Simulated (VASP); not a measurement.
A run of VASP 6.6.1 is set up as follows.

INCAR

```
PREC = Accurate
ENCUT = 520
EDIFF = 1E-6
ISMEAR = 0
SIGMA = 0.05
LREAL = Auto
LASPH = T
NELM = 80
ALGO = Normal
ISIF = 2
LWAVE = F
LCHARG = T
GGA = PE
LELF = T
LVHAR = T
NBANDS = 68
```

File KPOINTS:

```
regular mesh
0
Gamma
  2 2 1
```

Contents of POSCAR:

```
Mg6HO6
1.0
    5.3245138325      0.0000000967      0.0000000000
    2.6622570000      4.6111641934      0.0000000000
    0.0000000000      0.0000000000     17.4343090000
Mg O H
12 12 2
Direct
    0.0000000000      0.0000000000      0.0573581700
   -0.0000000100      0.5000000300      0.0573581700
    0.5000000300     -0.0000000100      0.0573581700
    0.5000000150      0.5000000150      0.0573581700
    0.6671129564      0.6671129564      0.2001685283
    0.6666336598      0.1658966246      0.2001067116
    0.1658966246      0.6666336598      0.2001067116
    0.1670115549      0.1670115549      0.2003124999
    0.3359857228      0.3359857228      0.3474380763
    0.3314753978      0.8311939197      0.3458311677
    0.8311939197      0.3314753978      0.3458311677
    0.8354483214      0.8354483214      0.3502858754
    0.3333333350      0.8333333700      0.1196985700
    0.3333333450      0.3333333450      0.1196985700
    0.8333333600      0.8333333600      0.1196985700
    0.8333333700      0.3333333350      0.1196985700
   -0.0006352388      0.5003923857      0.2691686398
    0.0000649115      0.0000649115      0.2679991031
    0.5001481954      0.5001481954      0.2673253715
    0.5003923857      0.9993647612      0.2691686398
    0.6671723517      0.1733329170      0.4167001164
    0.6658930795      0.6658930795      0.4109761893
    0.1668025084      0.1668025084      0.4097107954
    0.1733329170      0.6671723517      0.4167001164
    0.1677931927      0.1677931927      0.4647864637
    0.6354365777      0.6354365777      0.4637410791
```

Potentials or basis: VASP PAW PBE potentials, release 64 (Mg, O, H).

Command:

```bash
$ cat potpaw_PBE.64/Mg/POTCAR potpaw_PBE.64/O/POTCAR potpaw_PBE.64/H/POTCAR > POTCAR
$ mpirun -np 1 vasp_std > vasp.out
```

(1) Predict the largest force.

(2) Estimate the band gap on the k mesh.

Results:

(1) 2.620 eV/Å.

(2) zero (bands 49 and 50 overlap by 0.30 eV).

Caveat: the k points lie up to 0.68 Å⁻¹ apart.
